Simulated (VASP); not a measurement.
PbSe: single point with PBE

The system is PbSe.

```
Pb Se
1.0
     3.78432    0.00000    0.00000
     0.00000    3.78432    0.00000
     0.00000    0.00000    3.78432
Pb Se
1 1
Direct
  0.00000 0.00000 0.00000
  0.50000 0.50000 0.50000
```

```yaml
Program: VASP 6.6.1
Task: single point
Functional: PBE
Potentials_or_basis: VASP PAW PBE potentials, release 64 (Pb_d, Se)
Cutoff: 520 eV
k_mesh: 7 × 7 × 7
Occupations: gaussian, width 0.014 eV
Spin: no spin polarisation
```

```yaml
Pressure: -0.2 GPa
Band_gap_on_the_k_mesh: zero (band 10 reaches 5.29 eV, above the bottom of band 11 at 5.19 eV)
```

Levels at points of the mesh, in eV from the Fermi level:
| k point | band 7 | band 8 | band 9 | band 10 | band 11 | band 12 | band 13 | band 14 |
| --- | --- | --- | --- | --- | --- | --- | --- | --- |
| (0.00, 0.00, 0.00) | -7.00 | -1.44 | -1.44 | -1.44 | 5.19 | 5.19 | 6.12 | 6.12 |

It took 8 s on 1 thread of Intel(R) Xeon(R) Platinum 8559C (Emerald Rapids) (shared host), peak memory 0.16 GiB.

Caveat: spin-orbit coupling is left out, which moves the levels of the heavy elements.
